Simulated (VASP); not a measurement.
Input of a VASP 6.6.1 run:

INCAR

```
SYSTEM = YHSe
PREC = Accurate ; ENCUT = 500
EDIFF = 1E-6 ; ISMEAR = 0
SIGMA = 0.01 ; LREAL = .False.
LASPH = .True. ; NELM = 120
ALGO = Normal ; ISIF = 2
LWAVE = .False. ; LCHARG = .False.
GGA = CA ; NBANDS = 16
GGA_COMPAT = .False.
```

The input KPOINTS:

```
Automatic mesh
0
Gamma
  9 9 8
  0 0 0
```

Contents of POSCAR:

```
YHSe
1.0
    3.7511290975      0.0000000000      0.0000000000
   -1.8755645487      3.2485730913      0.0000000000
    0.0000000000      0.0000000000      3.8016484022
Y H Se
1 1 1
Direct
    0.0000000000      0.0000000000      0.0000000000
    0.3333333333      0.6666666667      0.0000000000
    0.6666666667      0.3333333333      0.5000000000
```

Potentials or basis: VASP PAW LDA potentials, release 64 (Y_sv, H, Se).

Launch:

```console
$ cat potpaw_LDA.64/Y_sv/POTCAR potpaw_LDA.64/H/POTCAR potpaw_LDA.64/Se/POTCAR > POTCAR
$ mpirun -np 1 vasp_std > vasp.out
```

**Question.** What does it give for the pressure?

**Answer.** 1.1 GPa.

**Question.** Predict the band gap on the k mesh.

**Answer.** 1.30 eV (least direct gap 1.68 eV).

Caveat: an odd mesh through Γ misses points on the zone boundary, where band edges can lie.
